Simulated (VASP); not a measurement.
# SnPb3O4 (Pmm2) in VASP: single point with PBE

Aim: the single point of SnPb3O4 with PBE.

Everything below comes from runs of VASP 6.6.1. Logs are shortened: lines on timing, memory, paths and dates and some standing lists are left out, and cuts for length are marked.

## 1. The cell of the first run

The structure is orthorhombic, space group Pmm2 (No. 25). Conventional cell: a = 3.926 Å, b = 7.858 Å, c = 4.961 Å, α = 90.00°, β = 90.00°, γ = 90.00°. Within 3.1 Å of Pb (site symmetry m) lie 4 O at 2.32 to 2.33 Å. Within 3.0 Å of Pb (site symmetry mm2) lie 4 O at 2.30 to 2.35 Å. Sn (site symmetry mm2) has 4 O at 2.16 to 2.21 Å within 2.9 Å. Within 2.9 Å of O (site symmetry mm2) lie 2 Sn at 2.21 Å and 2 Pb at 2.32 Å and 4 O at 2.72 Å. Within 2.9 Å of O (site symmetry m) lie 1 Sn at 2.16 Å and 3 Pb at 2.33 to 2.35 Å and 4 O at 2.72 to 2.84 Å. Within 3.0 Å of O (site symmetry mm2) lie 4 Pb at 2.30 to 2.33 Å and 4 O at 2.84 Å.

## 2. Single point, PBE

The input, INCAR:

```
SYSTEM = SnPb3O4
PREC     = Accurate       ! precision mode
ENCUT    = 520            ! plane-wave cutoff, eV
EDIFF    = 1E-6           ! SCF threshold, eV
ISMEAR   = -1             ! smearing method
SIGMA    = 0.02           ! smearing width, eV
LREAL    = .FALSE.        ! projectors in reciprocal space
LASPH    = .TRUE.         ! aspherical terms in the spheres
NELM     = 100            ! most SCF steps
ALGO     = Normal         ! electronic algorithm
ISIF     = 2              ! what is computed and relaxed
LWAVE    = .FALSE.        ! write WAVECAR
LCHARG   = .TRUE.         ! write CHGCAR
GGA      = PE             ! functional
LELF     = .TRUE.         ! ELF
LVHAR    = .TRUE.       
NBANDS   = 50             ! bands
```

The input, KPOINTS:

```
regular mesh
0
G
  6 4 6
  0 0 0
```

The input, POSCAR:

```
SnPb3O4
1.0
    3.9259004054      0.0000000000      0.0000000000
    0.0000000000      7.8583856084      0.0000000000
    0.0000000000      0.0000000000      4.9612809339
Pb Sn O
3 1 4
Direct
    0.5000000000      0.7553111982      0.7559040694
    0.5000000000      0.2446888018      0.7559040694
    0.0000000000      0.5000000000      0.2385787393
    0.0000000000      0.0000000000      0.2217810105
    0.5000000000      0.0000000000      0.0177110630
    0.0000000000      0.7612854787      0.0069060480
    0.5000000000      0.5000000000     -0.0036910477
    0.0000000000      0.2387145213      0.0069060480
```

Potentials or basis: VASP PAW PBE potentials, release 64 (Pb_d, Sn_d, O).

Command:

```console
> cat potpaw_PBE.64/Pb_d/POTCAR potpaw_PBE.64/Sn_d/POTCAR potpaw_PBE.64/O/POTCAR > POTCAR
> mpirun -np 1 vasp_std > vasp.out
```

OUTCAR:

```text
SYSTEM = SnPb3O4
   PREC = Accurate
   ENCUT = 520
   EDIFF = 1E-6
   ISMEAR = -1
   LREAL = .FALSE.
   LASPH = .TRUE.
   NELM = 100
   ISIF = 2
   GGA = PE

 ion  position               nearest neighbor table
   1  0.500  0.755  0.756-   5 2.32   6 2.33   6 2.33   7 2.33   4 3.59   4 3.59   3 3.69   3 3.69
                             3 3.80   3 3.80   4 3.82   4 3.82   2 3.85   2 4.01
   2  0.500  0.245  0.756-   5 2.32   8 2.33   8 2.33   7 2.33   4 3.59   4 3.59   3 3.69   3 3.69
                             3 3.80   3 3.80   4 3.82   4 3.82   1 3.85   1 4.01
   3  0.000  0.500  0.239-   7 2.30   7 2.30   8 2.35   6 2.35   1 3.69   1 3.69   2 3.69   2 3.69
                             2 3.80   2 3.80   1 3.80   1 3.80   4 3.93   4 3.93
   4  0.000  0.000  0.222-   6 2.16   8 2.16   5 2.21   5 2.21   1 3.59   1 3.59   2 3.59   2 3.59
                             2 3.82   2 3.82   1 3.82   1 3.82   3 3.93   3 3.93
   5  0.500  0.000  0.018-   4 2.21   4 2.21   1 2.32   2 2.32
   6  0.000  0.761  0.007-   4 2.16   1 2.33   1 2.33   3 2.35
   7  0.500  0.500  0.996-   3 2.30   3 2.30   1 2.33   2 2.33
   8  0.000  0.239  0.007-   4 2.16   2 2.33   2 2.33   3 2.35

  LATTYP: Found a simple orthorhombic cell.
 ALAT       =     3.9259004054
 B/A-ratio  =     1.2637307169
 C/A-ratio  =     2.0016772707

  Lattice vectors:

 A1 = (  -3.9259004054,   0.0000000000,   0.0000000000)
 A2 = (   0.0000000000,   0.0000000000,   4.9612809339)
 A3 = (   0.0000000000,   7.8583856084,   0.0000000000)

Analysis of symmetry for initial positions (statically):
=====================================================================
 Subroutine PRICEL returns:
 Original cell was already a primitive cell.

 Routine SETGRP: Setting up the symmetry group for a
 simple orthorhombic supercell.

 Subroutine GETGRP returns: Found  4 space group operations
 (whereof  4 operations were pure point group operations)
 out of a pool of  8 trial point group operations.

The static configuration has the point symmetry C_2v.

Analysis of symmetry for dynamics (positions and initial velocities):
=====================================================================
 Subroutine PRICEL returns:
 Original cell was already a primitive cell.

 Routine SETGRP: Setting up the symmetry group for a
 simple orthorhombic supercell.

 Subroutine GETGRP returns: Found  4 space group operations
 (whereof  4 operations were pure point group operations)
 out of a pool of  8 trial point group operations.

The dynamic configuration has the point symmetry C_2v.

[... 111 lines left out ...]
   LREAL  =      F    real-space projection
   EDIFFG = 0.1E-04   stopping-criterion for IOM
   NSW    =      0    number of steps for IOM
   IBRION =     -1    ionic relax: 0-MD 1-quasi-New 2-CG
   NFREE  =      0    steps in history (QN), initial steepest desc. (CG)
   ISIF   =      2    stress and relaxation
   ISYM   =      2    0-nonsym 1-usesym 2-fastsym
   POTIM  = 0.5000    time-step for ionic-motion
   TEBEG  =    0.0;   TEEND  =   0.0 temperature during run
   PSTRESS=    0.0 pullay stress
   NELECT =      80.0000    total number of electrons
   NUPDOWN=      -1.0000    fix difference up-down
   EMIN   =  10.00;   EMAX   =-10.00  energy-range for DOS
   EFERMI =   0.00;   METHOD = LEGACY
   ISMEAR =    -1;   SIGMA  =   0.02  broadening in eV -4-tet -1-fermi 0-gaus
   EFERMI_NEDOS =   21; number of points for ismear=-14 and -15
   IALGO  =     38    algorithm
   IMIX   =      4    mixing-type and parameters
     AMIX     =   0.40;   BMIX     =  1.00
     AMIX_MAG =   1.60;   BMIX_MAG =  1.00
  volume/ion in A,a.u.               =      19.13       129.11
  Fermi-wavevector in a.u.,A,eV,Ry     =   1.318710  2.492001 23.660483  1.738996
  Thomas-Fermi vector in A             =   2.448660
   LORBIT       =      0    0 simple, 1 ext, 2 COOP (PROOUT), +10 PAW based schemes
   GGA     = PE    functional components
[... 5 lines left out ...]
 non-spin polarized calculation
  energy-cutoff  :      520.00
  volume of cell :      153.06
 maximum number of plane-waves:      4158
 NGX is ok and might be reduce to    30
   NGX = 15   NGY = 29   NGZ = 19

 number of electron      79.9999997 magnetization

 Free energy of the ion-electron system (eV)
  ---------------------------------------------------
  ext. energy  EPLUGINS =         0.00000000
  ---------------------------------------------------
  free energy    TOTEN  =       -43.52176697 eV

  energy without entropy =      -43.52176697  energy(sigma->0) =      -43.52176697

 E-fermi :   6.2233     XC(G=0):  -9.9771

 val. band max:        5.8353689664   @ k =   0.0000   0.5000   0.0000
 cond. band min:       6.6206680579   @ k =   0.5000   0.0000   0.0000
 fundamental gap:      0.7852990915
 Fermi energy:         6.2232983813

 k-point     1 :       0.0000    0.0000    0.0000
  band No.  band energies     occupation
      1     -15.1365      2.00000
      2     -15.0002      2.00000
      3     -14.8542      2.00000
      4     -14.8301      2.00000
      5     -14.8301      2.00000
      6     -13.2246      2.00000
[... 1261 lines left out ...]
     49      13.1887      0.00000
     50      13.2283      0.00000

 [... further k-points ...]

------------------------ aborting loop because EDIFF is reached ----------------------------------------

  FORCE on cell =-STRESS in cart. coord.  units (eV):
  Direction    XX          YY          ZZ          XY          YZ          ZX
  --------------------------------------------------------------------------------------
  -------------------------------------------------------------------------------------
  Total        4.9146061      4.9022304      3.9057199      0.0000000      0.0000000      0.0000000
  in kB       51.4437788     51.3142362     40.8832343      0.0000000      0.0000000      0.0000000
  external PRESSURE =      47.8804164 kB  Pullay stress =       0.0000000 kB

 VOLUME and BASIS-vectors are now :
 -----------------------------------------------------------------------------
  energy-cutoff  :      520.00
  volume of cell :      153.06
      direct lattice vectors                 reciprocal lattice vectors
     3.925900405  0.000000000  0.000000000     0.254718637  0.000000000  0.000000000
     0.000000000  7.858385608  0.000000000     0.000000000  0.127252600  0.000000000
     0.000000000  0.000000000  4.961280934     0.000000000  0.000000000  0.201560850

 POSITION                                       TOTAL-FORCE (eV/Angst)
 -----------------------------------------------------------------------------------
      1.96295      5.93553      3.75025         0.000000     -0.001818     -0.412296
      1.96295      1.92286      3.75025         0.000000      0.001818     -0.412296
      0.00000      3.92919      1.18366        -0.000000      0.000000      0.382598
      0.00000      0.00000      1.10032        -0.000000      0.000000      0.570348
      1.96295      0.00000      0.08787        -0.000000      0.000000     -0.026739
      0.00000      5.98247      0.03426        -0.000000     -0.093066     -0.035357
      1.96295      3.92919      4.94297        -0.000000      0.000000     -0.030900
      0.00000      1.87591      0.03426        -0.000000      0.093066     -0.035357
 -----------------------------------------------------------------------------------
    total drift:                                0.000000      0.000000      0.000783

  FREE ENERGIE OF THE ION-ELECTRON SYSTEM (eV)
  ---------------------------------------------------
  free  energy   TOTEN  =       -43.5217669655 eV

  energy  without entropy=      -43.5217669654  energy(sigma->0) =      -43.52176697
```

Wall time 5.4 min (1 thread of AMD EPYC 7R13 (Zen 3), shared host); peak memory 0.42 GiB.

What came out:

```yaml
Free_energy: -43.5218 eV
Pressure: 4.8 GPa
Largest_force: 0.570 eV/Å
Band_gap_on_the_k_mesh: 0.79 eV (least direct gap 2.14 eV)
```

Forces on the atoms (eV/Å):
```
Pb   0.000 -0.002 -0.412
Pb   0.000  0.002 -0.412
Pb   0.000  0.000  0.383
Sn   0.000  0.000  0.570
O    0.000  0.000 -0.027
O    0.000 -0.093 -0.035
O    0.000  0.000 -0.031
O    0.000  0.093 -0.035
```

Stress tensor (GPa, compression positive):
```
5.14 0.00 0.00
0.00 5.13 0.00
0.00 0.00 4.09
```

Caveat: the cell stands under pressure; spin-orbit coupling is left out, which moves the levels of the heavy elements. A k mesh can miss the band edges.
